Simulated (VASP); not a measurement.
# Y3NbO2 (P6/mmm) in VASP: relaxation of cell and atoms with PBE

Aim: the relaxation of cell and atoms of Y3NbO2 with PBE.

Everything below comes from runs of VASP 6.6.1. Logs are shortened: lines on timing, memory, paths and dates and some standing lists are left out, and cuts for length are marked.

## 1. The cell of the first run

Symmetry: P6/mmm, No. 191, hexagonal system. Conventional cell: a = 6.580 Å, b = 6.580 Å, c = 2.942 Å, α = 90.00°, β = 90.00°, γ = 120.00°. Within 3.2 Å of Y (site symmetry mmm) lie 4 O at 2.40 Å and 2 Y at 2.94 Å. Nb (site symmetry 6/mmm) has 2 Nb at 2.94 Å and 12 Y at 3.60 Å and 6 O at 3.80 Å within 3.9 Å. O (site symmetry -6m2) has 6 Y at 2.40 Å and 2 O at 2.94 Å within 3.2 Å.

## 2. Relaxation of cell and atoms, PBE, collinear spin, ferromagnetic start

File INCAR:

```
  PREC = Accurate
  ENCUT = 600
  EDIFF = 1E-7
  ISMEAR = 0
  SIGMA = 0.1
  LREAL = False
  LASPH = True
  NELM = 150
  ALGO = Normal
  ISIF = 3
  LWAVE = False
  LCHARG = False
  ISPIN = 2
  MAGMOM = 0 0 0 1.2 0 0
  LORBIT = 11
  LMAXMIX = 4
  GGA = PE
  IBRION = 2
  NSW = 90
  EDIFFG = -0.04
```

File KPOINTS:

```
regular mesh
0
Gamma
  3 3 6
```

File POSCAR:

```
Y3NbO2
1.0
    6.5796859102      0.0000000000      0.0000000000
   -3.2898429551      5.6981751471      0.0000000000
    0.0000000000      0.0000000000      2.9423973656
Y Nb O
3 1 2
Direct
    0.5000000000      0.0000000000      0.5000000000
    0.0000000000      0.5000000000      0.5000000000
    0.5000000000      0.5000000000      0.5000000000
    0.0000000000      0.0000000000      0.0000000000
    0.3333333333      0.6666666667      0.0000000000
    0.6666666667      0.3333333333      0.0000000000
```

Potentials or basis: VASP PAW PBE potentials, release 64 (Y_sv, Nb_sv, O).

Started as:

```sh
$ cat potpaw_PBE.64/Y_sv/POTCAR potpaw_PBE.64/Nb_sv/POTCAR potpaw_PBE.64/O/POTCAR > POTCAR
$ mpirun -np 1 vasp_std > vasp.out
```

OUTCAR:

```text
PREC = Accurate
   ENCUT = 600
   EDIFF = 1E-7
   ISMEAR = 0
   LREAL = False
   LASPH = True
   NELM = 150
   ISIF = 3
   ISPIN = 2
   LORBIT = 11
   GGA = PE
   IBRION = 2
   NSW = 90
   EDIFFG = -0.04

 ion  position               nearest neighbor table
   1  0.500  0.000  0.500-   5 2.40   6 2.40   5 2.40   6 2.40   2 3.29   3 3.29   3 3.29   2 3.29
                             4 3.60   4 3.60   4 3.60   4 3.60
   2  0.000  0.500  0.500-   5 2.40   6 2.40   5 2.40   6 2.40   1 3.29   1 3.29   3 3.29   3 3.29
                             4 3.60   4 3.60   4 3.60   4 3.60
   3  0.500  0.500  0.500-   5 2.40   6 2.40   5 2.40   6 2.40   1 3.29   1 3.29   2 3.29   2 3.29
                             4 3.60   4 3.60   4 3.60   4 3.60
   4  0.000  0.000  0.000-   2 3.60   3 3.60   2 3.60   3 3.60   2 3.60   2 3.60   3 3.60   3 3.60
                             1 3.60   1 3.60   1 3.60   1 3.60
   5  0.333  0.667  0.000-   1 2.40   1 2.40   2 2.40   2 2.40   3 2.40   3 2.40
   6  0.667  0.333  0.000-   1 2.40   1 2.40   2 2.40   2 2.40   3 2.40   3 2.40

  LATTYP: Found a hexagonal cell.
 ALAT       =     6.5796859102
 C/A-ratio  =     0.4471941983

  Lattice vectors:

 A1 = (   6.5796859102,   0.0000000000,   0.0000000000)
 A2 = (  -3.2898429551,   5.6981751471,   0.0000000000)
 A3 = (   0.0000000000,   0.0000000000,   2.9423973656)

Analysis of symmetry for initial positions (statically):
=====================================================================
 Subroutine PRICEL returns:
 Original cell was already a primitive cell.

 Routine SETGRP: Setting up the symmetry group for a
 hexagonal supercell.

 Subroutine GETGRP returns: Found 24 space group operations
 (whereof 24 operations were pure point group operations)
 out of a pool of 24 trial point group operations.

The static configuration has the point symmetry D_6h.

Analysis of symmetry for dynamics (positions and initial velocities):
=====================================================================
 Subroutine PRICEL returns:
 Original cell was already a primitive cell.

 Routine SETGRP: Setting up the symmetry group for a
 hexagonal supercell.

 Subroutine GETGRP returns: Found 24 space group operations
 (whereof 24 operations were pure point group operations)
 out of a pool of 24 trial point group operations.

The dynamic configuration has the point symmetry D_6h.

Analysis of structural, dynamic, and magnetic symmetry:
[... 127 lines left out ...]
  volume/ion in A,a.u.               =      18.39       124.08
  Fermi-wavevector in a.u.,A,eV,Ry     =   1.321306  2.496906 23.753725  1.745850
  Thomas-Fermi vector in A             =   2.451069
   LORBIT       =     11    0 simple, 1 ext, 2 COOP (PROOUT), +10 PAW based schemes
   GGA     = PE    functional components
   LHFCALC =     F    Hartree Fock is set to
   AEXX    =    0.0000 exact exchange contribution
   IVDW    =     0    specifies the selected vdW correction
   LEPSILON=     F    determine dielectric tensor
   LRPA    =     F    only Hartree local field effects (RPA)
 conjugate gradient relaxation of ions
 spin polarized calculation
 Gauss-broadening in eV      SIGMA  =   0.10
  energy-cutoff  :      600.00
  volume of cell :      110.32
 maximum number of plane-waves:      3694
 NGX is ok and might be reduce to    54
   NGX = 27   NGY = 27   NGZ = 11

--------------------------------------- Ionic step        1  -------------------------------------------

 number of electron      57.9999993 magnetization       0.4255807

 Free energy of the ion-electron system (eV)
  ---------------------------------------------------
  ext. energy  EPLUGINS =         0.00000000
  ---------------------------------------------------
  free energy    TOTEN  =       -48.11708308 eV

  energy without entropy =      -48.08556144  energy(sigma->0) =      -48.10132226

------------------------ aborting loop because EDIFF is reached ----------------------------------------

  FORCE on cell =-STRESS in cart. coord.  units (eV):
  Direction    XX          YY          ZZ          XY          YZ          ZX
  --------------------------------------------------------------------------------------
  -------------------------------------------------------------------------------------
  Total       -0.8893211     -0.8893211      0.3100104      0.0000000      0.0000000      0.0000000
  in kB      -12.9159660    -12.9159660      4.5024046      0.0000000      0.0000000      0.0000000
  external PRESSURE =      -7.1098425 kB  Pullay stress =       0.0000000 kB
[... 107 lines left out ...]
--------------------------------------- Ionic step        4  -------------------------------------------

 number of electron      57.9999992 magnetization       0.1552445

 Free energy of the ion-electron system (eV)
  ---------------------------------------------------
  ext. energy  EPLUGINS =         0.00000000
  ---------------------------------------------------
  free energy    TOTEN  =       -48.12414748 eV

  energy without entropy =      -48.09820840  energy(sigma->0) =      -48.11117794

 E-fermi :   5.8444     XC(G=0): -10.9140

 val. band max:        5.8411118942   @ k =   0.0000   0.0000   0.0000
 cond. band min:       5.9393098508   @ k =   0.3333  -0.0000   0.1667
 fundamental gap:      0.0981979566
 Fermi energy:         5.8443752602

 spin component 1

 k-point     1 :       0.0000    0.0000    0.0000
  band No.  band energies     occupation
      1     -48.7576      1.00000
      2     -36.9977      1.00000
      3     -36.8792      1.00000
      4     -36.8792      1.00000
      5     -24.8206      1.00000
      6     -24.8206      1.00000
[... 445 lines left out ...]
     34       8.7264      0.00000
     35       8.7264      0.00000
 Fermi energy:         5.8443752602

 spin component 2

 k-point     1 :       0.0000    0.0000    0.0000
  band No.  band energies     occupation
      1     -48.6961      1.00000
      2     -36.9994      1.00000
      3     -36.8809      1.00000
      4     -36.8809      1.00000
      5     -24.7333      1.00000
      6     -24.7333      1.00000
[... 478 lines left out ...]
  FREE ENERGIE OF THE ION-ELECTRON SYSTEM (eV)
  ---------------------------------------------------
  free  energy   TOTEN  =       -48.1241474847 eV

  energy  without entropy=      -48.0982083997  energy(sigma->0) =      -48.11117794

 reached required accuracy - stopping structural energy minimisation

 total charge

# of ion       s       p       d       f       tot
--------------------------------------------------
    1        2.211   6.350   1.163   0.073   9.797
    2        2.211   6.350   1.163   0.073   9.797
    3        2.211   6.350   1.163   0.073   9.797
    4        2.192   5.935   2.409   0.000  10.535
    5        1.553   3.472   0.000   0.000   5.025
    6        1.553   3.472   0.000   0.000   5.025
--------------------------------------------------
tot         11.930  31.929   5.899   0.219  49.976

 magnetization (x)

# of ion       s       p       d       f       tot
--------------------------------------------------
    1       -0.000   0.002  -0.004   0.000  -0.002
    2       -0.000   0.002  -0.004   0.000  -0.002
    3       -0.000   0.002  -0.004   0.000  -0.002
    4        0.001   0.001   0.092   0.000   0.095
    5        0.000   0.003   0.000   0.000   0.003
    6        0.000   0.003   0.000   0.000   0.003
--------------------------------------------------
tot          0.000   0.013   0.081   0.001   0.096
```

OSZICAR:

```text
N       E                     dE             d eps       ncg     rms          rms(c)
DAV:   1     0.506136684187E+03    0.50614E+03   -0.33017E+04  1680   0.183E+03
DAV:   2    -0.248099710351E+01   -0.50862E+03   -0.49746E+03  2019   0.517E+02
[... 62 lines left out ...]
DAV:   6    -0.481241448606E+02   -0.40815E-04   -0.10710E-04  2891   0.422E-02    0.458E-02
DAV:   7    -0.481241487868E+02   -0.39262E-05   -0.73673E-05  2690   0.362E-02    0.113E-02
DAV:   8    -0.481241487571E+02    0.29630E-07   -0.51009E-06  2308   0.993E-03    0.729E-03
DAV:   9    -0.481241480392E+02    0.71796E-06   -0.54316E-07  1800   0.499E-03    0.290E-03
DAV:  10    -0.481241474813E+02    0.55784E-06   -0.13187E-07  1019   0.257E-03    0.144E-03
DAV:  11    -0.481241474847E+02   -0.33779E-08   -0.33373E-08   894   0.151E-03
   4 F= -.48124147E+02 E0= -.48111178E+02  d E =-.310012E-03  mag=     0.1552
```

Run time: 7.7 min. Hardware: 1 thread of Intel Xeon Platinum 8488C (Sapphire Rapids), shared host; peak memory 0.38 GiB.

What came out:

```yaml
Free_energy: -48.1241 eV
Relaxed_volume: 18.23 Å³/atom
Relaxed_cell: a = 6.534 Å, b = 6.534 Å, c = 2.959 Å, α = 90.00°, β = 90.00°, γ = 120.00°
Space_group_after_relaxing_to_0.05_Å: P6/mmm (No. 191)
Energy_gained_by_relaxing: 1.2 meV/atom
Ionic_steps: 4
Pressure_after_relaxing: -0.1 GPa
Net_moment: 0.16 μB per cell
Site_moments: Y -0.00; Nb +0.10; O +0.00 μB
Valence_electrons_inside_the_program's_atomic_spheres: Y 9.80; Nb 10.54; O 5.03
```

Step by step:
```
step  energy change (eV)  largest force (eV/Å)  pressure (GPa)  volume (Å³)
   1              0.0000                0.0000           -0.71       110.32
   2             -0.0067                0.0000            0.30       109.02
   3             -0.0068                0.0000            0.24       109.08
   4             -0.0071                0.0000           -0.10       109.40
```

Final structure:
```
Y Nb O
1.0
     6.53450    0.00000    0.00000
    -3.26725    5.65904    0.00000
     0.00000    0.00000    2.95853
Y Nb O
3 1 2
Direct
  0.50000 0.00000 0.50000
  0.00000 0.50000 0.50000
  0.50000 0.50000 0.50000
  0.00000 0.00000 0.00000
  0.33333 0.66667 0.00000
  0.66667 0.33333 0.00000
```

Levels at points of the mesh, in eV from the Fermi level:
Spin up:
| k point | band 27 | band 28 | band 29 | band 30 | band 31 | band 32 |
| --- | --- | --- | --- | --- | --- | --- |
| (0.00, 0.00, 0.00) | -1.12 | -1.12 | -0.61 | -0.01 | -0.01 | 1.23 |
| (0.00, 0.00, 0.50) | -0.55 | -0.32 | -0.32 | 0.16 | 0.48 | 0.48 |
Spin down:
```tsv
k point	band 27	band 28	band 29	band 30	band 31	band 32
(0.00, 0.00, 0.00)	-1.07	-1.07	-0.58	0.00	0.00	1.27
(0.00, 0.00, 0.50)	-0.55	-0.29	-0.29	0.25	0.47	0.47
```

Caveat: the k points lie up to 0.37 Å⁻¹ apart in the final cell.
